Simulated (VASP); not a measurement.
# CsBa3 (Fm-3m) in VASP: a series of runs

The runs below take CsBa3 through single point, with PBEsol.

Program: VASP 6.6.1. These are calculated values, not measurements. Logs are shortened: lines on timing, memory, paths and dates and some standing lists are left out, and cuts for length are marked.

## Step 1: The cell of the first run

The structure is cubic, space group Fm-3m (No. 225). Conventional cell: a = 7.248 Å, b = 7.248 Å, c = 7.248 Å, α = 90.00°, β = 90.00°, γ = 90.00°. Ba (site symmetry m-3m) has 8 Ba at 3.14 Å and 6 Cs at 3.62 Å within 4.1 Å. Within 4.1 Å of Ba (site symmetry -43m) lie 4 Cs at 3.14 Å and 10 Ba at 3.14 to 3.62 Å. Within 4.1 Å of Cs (site symmetry m-3m) lie 14 Ba at 3.14 to 3.62 Å.

## Step 2: Single point, PBEsol

INCAR reads:

```
SYSTEM = CsBa3
PREC = Accurate
ENCUT = 520
EDIFF = 1E-6
ISMEAR = -1
SIGMA = 0.05
LREAL = .False.
LASPH = .True.
NELM = 60
ALGO = Normal
ISIF = 2
LWAVE = .False.
LCHARG = .False.
GGA = PS
NBANDS = 28
```

KPOINTS reads:

```
regular mesh
0
Gamma
  5 5 5
  0 0 0
```

POSCAR reads:

```
CsBa3
1.0
    0.0000000000      3.6241259645      3.6241259645
    3.6241259645      0.0000000000      3.6241259645
    3.6241259645      3.6241259645      0.0000000000
Ba Cs
3 1
Direct
    0.5000000000      0.5000000000      0.5000000000
    0.7500000000      0.7500000000      0.7500000000
    0.2500000000      0.2500000000      0.2500000000
    0.0000000000      0.0000000000      0.0000000000
```

Potentials or basis: VASP PAW PBE potentials, release 64 (Ba_sv, Cs_sv).

Started as:

```sh
$ cat potpaw_PBE.64/Ba_sv/POTCAR potpaw_PBE.64/Cs_sv/POTCAR > POTCAR
$ mpirun -np 1 vasp_std > vasp.out
```

OUTCAR:

```text
SYSTEM = CsBa3
   PREC = Accurate
   ENCUT = 520
   EDIFF = 1E-6
   ISMEAR = -1
   LREAL = .False.
   LASPH = .True.
   NELM = 60
   ISIF = 2
   GGA = PS

 ion  position               nearest neighbor table
   1  0.500  0.500  0.500-   3 3.14   3 3.14   3 3.14   2 3.14   3 3.14   2 3.14   2 3.14   2 3.14
                             4 3.62   4 3.62   4 3.62   4 3.62   4 3.62   4 3.62
   2  0.750  0.750  0.750-   1 3.14   1 3.14   1 3.14   1 3.14   4 3.14   4 3.14   4 3.14   4 3.14
                             3 3.62   3 3.62   3 3.62   3 3.62   3 3.62   3 3.62
   3  0.250  0.250  0.250-   4 3.14   4 3.14   4 3.14   1 3.14   4 3.14   1 3.14   1 3.14   1 3.14
                             2 3.62   2 3.62   2 3.62   2 3.62   2 3.62   2 3.62
   4  0.000  0.000  0.000-   2 3.14   2 3.14   2 3.14   2 3.14   3 3.14   3 3.14   3 3.14   3 3.14
                             1 3.62   1 3.62   1 3.62   1 3.62   1 3.62   1 3.62

  LATTYP: Found a face centered cubic cell.
 ALAT       =     7.2482519290

  Lattice vectors:

 A1 = (   0.0000000000,   3.6241259645,   3.6241259645)
 A2 = (   3.6241259645,   0.0000000000,   3.6241259645)
 A3 = (   3.6241259645,   3.6241259645,   0.0000000000)

Analysis of symmetry for initial positions (statically):
=====================================================================
 Subroutine PRICEL returns:
 Original cell was already a primitive cell.

 Routine SETGRP: Setting up the symmetry group for a
 face centered cubic supercell.

 Subroutine GETGRP returns: Found 48 space group operations
 (whereof 48 operations were pure point group operations)
 out of a pool of 48 trial point group operations.

The static configuration has the point symmetry O_h .

Analysis of symmetry for dynamics (positions and initial velocities):
=====================================================================
 Subroutine PRICEL returns:
 Original cell was already a primitive cell.

 Routine SETGRP: Setting up the symmetry group for a
 face centered cubic supercell.

 Subroutine GETGRP returns: Found 48 space group operations
 (whereof 48 operations were pure point group operations)
 out of a pool of 48 trial point group operations.

The dynamic configuration has the point symmetry O_h .

 Subroutine INISYM returns: Found 48 space group operations
 (whereof 48 operations are pure point group operations),
 and found     1 'primitive' translations

----------------------------------------------------------------------------------------

                                     Primitive cell

  volume of cell :      95.2006

  direct lattice vectors                    reciprocal lattice vectors
     0.000000000  3.624125965  3.624125965    -0.137964300  0.137964300  0.137964300
     3.624125965  0.000000000  3.624125965     0.137964300 -0.137964300  0.137964300
     3.624125965  3.624125965  0.000000000     0.137964300  0.137964300 -0.137964300

  length of vectors
     5.125288091  5.125288091  5.125288091     0.238961176  0.238961176  0.238961176

  position of ions in fractional coordinates (direct lattice)
     0.500000000  0.500000000  0.500000000
     0.750000000  0.750000000  0.750000000
     0.250000000  0.250000000  0.250000000
     0.000000000  0.000000000  0.000000000

  ion indices of the primitive-cell ions
   primitive index   ion index
                 1           1
                 2           2
                 3           3
                 4           4

----------------------------------------------------------------------------------------

 KPOINTS: regular mesh

Automatic generation of k-mesh.
 Grid dimensions read from file:
 generate k-points for:    5    5    5

 Generating k-lattice:

  Cartesian coordinates                     Fractional coordinates (reciprocal lattice)
    -0.027592860  0.027592860  0.027592860     0.200000000  0.000000000  0.000000000
     0.027592860 -0.027592860  0.027592860     0.000000000  0.200000000  0.000000000
     0.027592860  0.027592860 -0.027592860     0.000000000  0.000000000  0.200000000

  Length of vectors
     0.047792235  0.047792235  0.047792235

  Shift w.r.t. Gamma in fractional coordinates (k-lattice)
     0.000000000  0.000000000  0.000000000

 Subroutine IBZKPT returns following result:
 ===========================================

 Found     10 irreducible k-points:

 Following reciprocal coordinates:
            Coordinates               Weight
  0.000000  0.000000  0.000000      1.000000
  0.200000  0.000000  0.000000      8.000000
  0.400000  0.000000  0.000000      8.000000
  0.200000  0.200000  0.000000      6.000000
  0.400000  0.200000  0.000000     24.000000
 -0.400000  0.200000  0.000000     24.000000
 -0.200000  0.200000  0.000000     12.000000
  0.400000  0.400000  0.000000      6.000000
 -0.400000  0.400000  0.000000     12.000000
 -0.400000  0.400000  0.200000     24.000000
   k-points           NKPTS =     10   k-points in BZ     NKDIM =     10   number of bands    NBANDS=     28
   number of dos      NEDOS =    301   number of ions     NIONS =      4
   total plane-waves  NPLWV =  64000
   dimension x,y,z NGX =    40 NGY =   40 NGZ =   40
   dimension x,y,z NGXF=    80 NGYF=   80 NGZF=   80
   ions per type =               3   1
   NGX,Y,Z   is equivalent  to a cutoff of  12.97, 12.97, 12.97 a.u.
   NGXF,Y,Z  is equivalent  to a cutoff of  25.95, 25.95, 25.95 a.u.
 SYSTEM =  CsBa3
   PREC   = accura    normal or accurate (medium, high low for compatibility)
   ISTART =      0    job   : 0-new  1-cont  2-samecut
   ICHARG =      2    charge: 1-file 2-atom 10-const
   ISPIN  =      1    spin polarized calculation?
   LNONCOLLINEAR =      F non collinear calculations
   LSORBIT =      F    spin-orbit coupling
   LASPH  =      T    aspherical Exc in radial PAW
   ENCUT  =  520.0 eV  38.22 Ry    6.18 a.u.   9.53  9.53  9.53*2*pi/ulx,y,z
   NELM   =     60;   NELMIN=  2; NELMDL= -5     # of ELM steps
   EDIFF  = 0.1E-05   stopping-criterion for ELM
   LREAL  =      F    real-space projection
   EDIFFG = 0.1E-04   stopping-criterion for IOM
   NSW    =      0    number of steps for IOM
   IBRION =     -1    ionic relax: 0-MD 1-quasi-New 2-CG
   NFREE  =      0    steps in history (QN), initial steepest desc. (CG)
   ISIF   =      2    stress and relaxation
   ISYM   =      2    0-nonsym 1-usesym 2-fastsym
   POTIM  = 0.5000    time-step for ionic-motion
   TEBEG  =    0.0;   TEEND  =   0.0 temperature during run
   PSTRESS=    0.0 pullay stress
   NELECT =      39.0000    total number of electrons
   NUPDOWN=      -1.0000    fix difference up-down
   EMIN   =  10.00;   EMAX   =-10.00  energy-range for DOS
   EFERMI =   0.00;   METHOD = LEGACY
   ISMEAR =    -1;   SIGMA  =   0.05  broadening in eV -4-tet -1-fermi 0-gaus
   EFERMI_NEDOS =   21; number of points for ismear=-14 and -15
   IALGO  =     38    algorithm
   IMIX   =      4    mixing-type and parameters
     AMIX     =   0.40;   BMIX     =  1.00
     AMIX_MAG =   1.60;   BMIX_MAG =  1.00
  volume/ion in A,a.u.               =      23.80       160.61
  Fermi-wavevector in a.u.,A,eV,Ry     =   1.215859  2.297640 20.113659  1.478312
  Thomas-Fermi vector in A             =   2.351232
   LORBIT       =      0    0 simple, 1 ext, 2 COOP (PROOUT), +10 PAW based schemes
   GGA     = PS    functional components
   LHFCALC =     F    Hartree Fock is set to
   AEXX    =    0.0000 exact exchange contribution
   IVDW    =     0    specifies the selected vdW correction
   LEPSILON=     F    determine dielectric tensor
   LRPA    =     F    only Hartree local field effects (RPA)
 non-spin polarized calculation
  energy-cutoff  :      520.00
  volume of cell :       95.20
 maximum number of plane-waves:      2637
 NGX is ok and might be reduce to    40
   NGX = 19   NGY = 19   NGZ = 19

 number of electron      38.9999999 magnetization

 Free energy of the ion-electron system (eV)
  ---------------------------------------------------
  ext. energy  EPLUGINS =         0.00000000
  ---------------------------------------------------
  free energy    TOTEN  =         0.75306463 eV

  energy without entropy =        0.81329167  energy(sigma->0) =        0.78317815

 E-fermi :   7.1793     XC(G=0): -11.4932

 val. band max:        7.1029908113   @ k =  -0.2000   0.2000   0.0000
 cond. band min:       7.1823269653   @ k =   0.4000   0.2000   0.0000
 fundamental gap:      0.0793361540
 Fermi energy:         7.1793312806

 k-point     1 :       0.0000    0.0000    0.0000
  band No.  band energies     occupation
      1     -22.2513      2.00000
      2     -20.8630      2.00000
      3     -20.4053      2.00000
      4     -16.2190      2.00000
      5      -7.7459      2.00000
      6      -7.7459      2.00000
[... 20 lines left out ...]
     27      10.9896      0.00000
     28      10.9896      0.00000

 k-point     2 :       0.2000    0.0000    0.0000
  band No.  band energies     occupation
      1     -22.1050      2.00000
      2     -20.9224      2.00000
      3     -20.5138      2.00000
      4     -16.3182      2.00000
      5      -8.3491      2.00000
      6      -8.0965      2.00000
[... 20 lines left out ...]
     27      11.2642      0.00000
     28      11.9603      0.00000

 k-point     3 :       0.4000    0.0000    0.0000
  band No.  band energies     occupation
      1     -21.7542      2.00000
      2     -21.1301      2.00000
      3     -20.6913      2.00000
      4     -16.4888      2.00000
      5      -8.3360      2.00000
      6      -8.3360      2.00000
[... 20 lines left out ...]
     27       9.4207      0.00000
     28      10.5967      0.00000

 k-point     4 :       0.2000    0.2000    0.0000
  band No.  band energies     occupation
      1     -22.0557      2.00000
      2     -20.9305      2.00000
      3     -20.5594      2.00000
      4     -16.3514      2.00000
      5      -8.6135      2.00000
      6      -8.6135      2.00000
[... 144 lines left out ...]
     27      11.6414      0.00000
     28      12.3323      0.00000

 k-point     9 :      -0.4000    0.4000    0.0000
  band No.  band energies     occupation
      1     -21.2811      2.00000
      2     -21.2436      2.00000
      3     -21.0573      2.00000
      4     -16.6271      2.00000
      5      -9.1980      2.00000
      6      -8.8859      2.00000
[... 20 lines left out ...]
     27      11.2905      0.00000
     28      11.7300      0.00000

 k-point    10 :      -0.4000    0.4000    0.2000
  band No.  band energies     occupation
      1     -21.4628      2.00000
      2     -21.1175      2.00000
      3     -21.0012      2.00000
      4     -16.6082      2.00000
      5      -8.7826      2.00000
      6      -8.6944      2.00000
[... 20 lines left out ...]
     27      10.9755      0.00000
     28      11.5084      0.00000

------------------------ aborting loop because EDIFF is reached ----------------------------------------

  FORCE on cell =-STRESS in cart. coord.  units (eV):
  Direction    XX          YY          ZZ          XY          YZ          ZX
  --------------------------------------------------------------------------------------
  -------------------------------------------------------------------------------------
  Total       21.1240727     21.1240727     21.1240727      0.0000000      0.0000000      0.0000000
  in kB      355.5071891    355.5071891    355.5071891      0.0000000      0.0000000      0.0000000
  external PRESSURE =     355.5071891 kB  Pullay stress =       0.0000000 kB

 VOLUME and BASIS-vectors are now :
 -----------------------------------------------------------------------------
  energy-cutoff  :      520.00
  volume of cell :       95.20
      direct lattice vectors                 reciprocal lattice vectors
     0.000000000  3.624125965  3.624125965    -0.137964300  0.137964300  0.137964300
     3.624125965  0.000000000  3.624125965     0.137964300 -0.137964300  0.137964300
     3.624125965  3.624125965  0.000000000     0.137964300  0.137964300 -0.137964300

 POSITION                                       TOTAL-FORCE (eV/Angst)
 -----------------------------------------------------------------------------------
      3.62413      3.62413      3.62413         0.000000      0.000000     -0.000000
      5.43619      5.43619      5.43619        -0.000000      0.000000      0.000000
      1.81206      1.81206      1.81206         0.000000     -0.000000      0.000000
      0.00000      0.00000      0.00000         0.000000      0.000000     -0.000000
 -----------------------------------------------------------------------------------
    total drift:                               -0.000000      0.000000      0.000000

  FREE ENERGIE OF THE ION-ELECTRON SYSTEM (eV)
  ---------------------------------------------------
  free  energy   TOTEN  =         0.7530646289 eV

  energy  without entropy=        0.8132916672  energy(sigma->0) =        0.78317815
```

It took 58 s on 1 thread of Intel Xeon 8259CL, shared host; peak memory 0.24 GiB.

What came out:

| Quantity | Value |
| --- | --- |
| Free energy | 0.7531 eV |
| Pressure | 35.6 GPa |
| Band gap on the k mesh | zero (an odd number of electrons rules out a gap without spin polarisation) |

Caveat: the cell stands under pressure; the PAW data sets were made with another functional, which shifts forces and pressure a little; spin-orbit coupling is left out, which moves the levels of the heavy elements.

## Step 3: Single point, PBEsol

This run uses another cell than the first one, of 26.72 Å³/atom.

INCAR reads:

```
SYSTEM = CsBa3
PREC = Accurate
ENCUT = 520
EDIFF = 1E-6
ISMEAR = -1
SIGMA = 0.05
LREAL = .FALSE.
LASPH = .TRUE.
NELM = 80
ALGO = Normal
ISIF = 2
LWAVE = .FALSE.
LCHARG = .TRUE.
GGA = PS
LELF = .TRUE.
LVHAR = .TRUE.
NBANDS = 28
```

KPOINTS reads:

```
Automatic mesh
0
G
  5 5 5
  0 0 0
```

POSCAR reads:

```
CsBa3
1.0
    0.0000000000      3.7667776465      3.7667776465
    3.7667776465      0.0000000000      3.7667776465
    3.7667776465      3.7667776465      0.0000000000
Ba Cs
3 1
Direct
    0.5000000000      0.5000000000      0.5000000000
    0.7500000000      0.7500000000      0.7500000000
    0.2500000000      0.2500000000      0.2500000000
    0.0000000000      0.0000000000      0.0000000000
```

Potentials or basis: VASP PAW PBE potentials, release 64 (Ba_sv, Cs_sv).

Started as:

```sh
$ cat potpaw_PBE.64/Ba_sv/POTCAR potpaw_PBE.64/Cs_sv/POTCAR > POTCAR
$ mpirun -np 1 vasp_std > vasp.out
```

Wall time 70 s (1 thread of Intel Xeon 8259CL, shared host); peak memory 0.25 GiB.

The run converged. Its results:

- Free energy: -1.3194 eV
- Pressure: 23.5 GPa
- Band gap on the k mesh: zero (an odd number of electrons rules out a gap without spin polarisation)

Levels at points of the mesh, in eV from the Fermi level:
```
           k point  band 15  band 16  band 17  band 18  band 19  band 20  band 21  band 22  band 23  band 24
(0.00, 0.00, 0.00)    -9.98    -9.98    -2.97    -2.97    -1.09     2.30     2.30     2.30     3.04     3.04
```

Caveat: the cell stands under pressure; the PAW data sets were made with another functional, which shifts forces and pressure a little; spin-orbit coupling is left out, which moves the levels of the heavy elements.

## Step 4: Single point, PBEsol

This run uses another cell than the first one, of 33.74 Å³/atom.

INCAR reads:

```
ALGO     = Normal         # electronic algorithm
EDIFF    = 1E-6           # SCF threshold, eV
ENCUT    = 520            # plane-wave cutoff, eV
GGA      = PS             # functional
ISIF     = 2              # what is computed and relaxed
ISMEAR   = -1             # smearing method
LASPH    = True           # aspherical terms in the spheres
LCHARG   = True           # write CHGCAR
LELF     = True           # ELF
LREAL    = False          # projectors in reciprocal space
LVHAR    = True         
LWAVE    = False          # write WAVECAR
NBANDS   = 28             # bands
NELM     = 100            # most SCF steps
PREC     = Accurate       # precision mode
SIGMA    = 0.05           # smearing width, eV
```

KPOINTS reads:

```
k-points
0
Gamma
  5 5 5
```

POSCAR reads:

```
CsBa3
1.0
    0.0000000000      4.0714005161      4.0714005161
    4.0714005161      0.0000000000      4.0714005161
    4.0714005161      4.0714005161      0.0000000000
Ba Cs
3 1
Direct
    0.5000000000      0.5000000000      0.5000000000
    0.7500000000      0.7500000000      0.7500000000
    0.2500000000      0.2500000000      0.2500000000
    0.0000000000      0.0000000000      0.0000000000
```

Started as:

```sh
$ cat potpaw_PBE.64/Ba_sv/POTCAR potpaw_PBE.64/Cs_sv/POTCAR > POTCAR
$ mpirun -np 1 vasp_std > vasp.out
```

Wall time 1.9 min (1 thread of Intel Xeon 8259CL, shared host); peak memory 0.32 GiB.

It converged, with:

- Free energy: -4.1385 eV
- Pressure: 11.1 GPa
- Band gap on the k mesh: zero (an odd number of electrons rules out a gap without spin polarisation)

Levels at points of the mesh, in eV from the Fermi level:
| k point | band 15 | band 16 | band 17 | band 18 | band 19 | band 20 | band 21 | band 22 | band 23 | band 24 |
| --- | --- | --- | --- | --- | --- | --- | --- | --- | --- | --- |
| (0.00, 0.00, 0.00) | -9.98 | -9.98 | -2.11 | -1.98 | -1.98 | 1.65 | 1.65 | 1.65 | 1.97 | 1.97 |

Caveat: the cell stands under pressure; the PAW data sets were made with another functional, which shifts forces and pressure a little; spin-orbit coupling is left out, which moves the levels of the heavy elements.

## Step 5: Single point, PBEsol

This run uses another cell than the first one, of 40.63 Å³/atom.

INCAR reads:

```
SYSTEM = CsBa3
ALGO = Normal ; EDIFF = 1E-6
ENCUT = 520 ; GGA = PS
ISIF = 2 ; ISMEAR = -1
LASPH = .TRUE. ; LCHARG = .FALSE.
LREAL = .FALSE. ; LWAVE = .FALSE.
NBANDS = 28 ; NELM = 100
PREC = Accurate ; SIGMA = 0.05
```

KPOINTS reads:

```
k-points
0
G
  5 5 5
  0 0 0
```

POSCAR reads:

```
CsBa3
1.0
    0.0000000000      4.3313742567      4.3313742567
    4.3313742567      0.0000000000      4.3313742567
    4.3313742567      4.3313742567      0.0000000000
Ba Cs
3 1
Direct
    0.5000000000      0.5000000000      0.5000000000
    0.7500000000      0.7500000000      0.7500000000
    0.2500000000      0.2500000000      0.2500000000
    0.0000000000      0.0000000000      0.0000000000
```

Started as:

```sh
$ cat potpaw_PBE.64/Ba_sv/POTCAR potpaw_PBE.64/Cs_sv/POTCAR > POTCAR
$ mpirun -np 1 vasp_std > vasp.out
```

It took 96 s on 1 thread of Intel Xeon 8259CL, shared host; peak memory 0.33 GiB.

The run converged. Its results:

```yaml
Free_energy: -5.4822 eV
Pressure: 5.4 GPa
Band_gap_on_the_k_mesh: zero (an odd number of electrons rules out a gap without spin polarisation)
```

Levels at points of the mesh, in eV from the Fermi level:
```
           k point  band 17  band 18  band 19  band 20  band 21  band 22
(0.00, 0.00, 0.00)    -2.50    -1.39    -1.39     1.21     1.21     1.21
```

Caveat: the cell stands under pressure; the PAW data sets were made with another functional, which shifts forces and pressure a little; spin-orbit coupling is left out, which moves the levels of the heavy elements.

## Step 6: The runs side by side

```tsv
cell	gap on the mesh (eV)	pressure (GPa)
a = 5.125 Å, angles 60.0°, 4 atoms	none	35.6
a = 5.327 Å, angles 60.0°, 4 atoms	none	23.5
a = 5.758 Å, angles 60.0°, 4 atoms	none	11.1
a = 6.125 Å, angles 60.0°, 4 atoms	none	5.4
```

Alike in all rows: task single point; level PBEsol; potentials or basis VASP PAW PBE potentials, release 64 (Ba_sv, Cs_sv); no spin polarisation; k mesh 5 × 5 × 5; cutoff (eV) 520; smearing fermi-dirac 0.05 eV.

Caveats: the cell stands under pressure; the PAW data sets were made with another functional, which shifts forces and pressure a little; spin-orbit coupling is left out, which moves the levels of the heavy elements.

Total energies depend on the potentials used, so only differences within one code and one set of settings carry meaning.

The gap in the log of VASP goes by the Fermi energy; the results here count the filled bands.